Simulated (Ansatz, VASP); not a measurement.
**Two plane-wave programs on Fe**

The input INCAR:

```
SYSTEM = Fe
AGGAC = 1.0 ; AGGAX = 1.0
ALDAC = 0.0 ; ALDAX = 1.0
ALGO = Normal ; EDIFF = 1E-7
ENCUT = 520 ; GGA = B5
ISIF = 2 ; ISMEAR = -1
ISPIN = 2 ; LASPH = .TRUE.
LCHARG = .FALSE. ; LMAXMIX = 4
LORBIT = 11 ; LREAL = .FALSE.
LWAVE = .FALSE. ; MAGMOM = 2.267
NBANDS = 14 ; NELM = 150
PREC = Accurate ; SIGMA = 0.05
```

KPOINTS

```
k-points
0
G
  25 25 25
  0 0 0
```

Contents of POSCAR:

```
Fe
1.0
   -1.4928133334      1.4928133334      1.4928133334
    1.4928133334     -1.4928133334      1.4928133334
    1.4928133334      1.4928133334     -1.4928133334
Fe
1
Direct
    0.0000000000      0.0000000000      0.0000000000
```

Input for Ansatz:

```yaml
crystal:
  lattice:
    - [-1.4928133279, 1.4928133279, 1.4928133279]
    - [1.4928133279, -1.4928133279, 1.4928133279]
    - [1.4928133279, 1.4928133279, -1.4928133279]
  atoms:
    - { symbol: Fe, position: [0.0, 0.0, 0.0], spin: 2.267 }
hamiltonian:
  xc: blyp
  pseudopotentials:
    kind: paw
    azcp:
      Fe: "pseudopotentials/Fe.paw.azcp"
basis:
  ecutwfc: 420
  fft_grid_basis: typed
kpoints:
  mp_grid: { grid: [25, 25, 25], shift: [0, 0, 0] }
magnetization:
  spin_polarized: true
scf:
  occupations: { method: fermi_dirac, width: 0.05 }
output:
  stress: true
```

Alike in both runs: task single point; functional BLYP; k mesh 25 × 25 × 25; occupations fermi-dirac, width 0.05 eV; collinear spin.

|  | VASP | Ansatz |
| --- | --- | --- |
| version | VASP 6.6.1 | Ansatz 0.2.0 |
| potentials or method | VASP PAW PBE potentials, release 64 (Fe), cutoff 520 eV | plane waves (420 eV) with PAW, scalar-relativistic |
| valence electrons in the cell | 8 | 16 |

Ansatz gave:

| Property | Result |
| --- | --- |
| pressure (GPa) | -12.0 |
| net moment per atom (μB) | 2.52 |
| size of the moment on the site where the two differ most (μB) | 2.58 |

Q: Which values does VASP return?

A: Pressure (GPa): -11.7; net moment per atom (μB): 2.53; size of the moment on the site where the two differ most (μB): 2.54.

VASP's potentials were made for PBE, not for BLYP. Site moments also hang on the region over which each program counts them. VASP's potentials hold 8 valence electrons a cell and Ansatz's 16, so a difference there can come from the potentials and not from the codes.
